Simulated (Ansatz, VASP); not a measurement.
Ti: VASP beside Ansatz

```xyz
1
Lattice="-1.5442 1.5442 1.8531 1.5442 -1.5442 1.8531 1.5442 1.5442 -1.8531" Properties=species:S:1:pos:R:3 pbc="T T T"
Ti    0.0000    0.0000    0.0000
```

Alike in both runs: task single point; functional PBEsol; k mesh 22 × 22 × 22; occupations gaussian, width 0.15 eV; no spin polarisation.

|  | VASP | Ansatz |
| --- | --- | --- |
| version | VASP 6.6.1 | Ansatz 0.2.0 |
| potentials or method | VASP PAW PBE potentials, release 64 (Ti_sv), cutoff 520 eV | scalar-relativistic, plane waves, PAW |
| valence electrons in the cell | 12 | 12 |

VASP gave:

```
gap on the k mesh at the Fermi level (eV)                     : none
pressure (GPa)                                                : -6.3
traceless stress, the component that is largest in VASP (GPa) : 2.15
```

Q: What did Ansatz give for the same quantities?

A: gap on the k mesh at the Fermi level (eV): none; pressure (GPa): -6.1; traceless stress, the component that is largest in VASP (GPa): 2.15.

VASP's potentials were made for PBE, not for PBEsol. A gap of «none» marks a metal or a gap that the smearing closes.
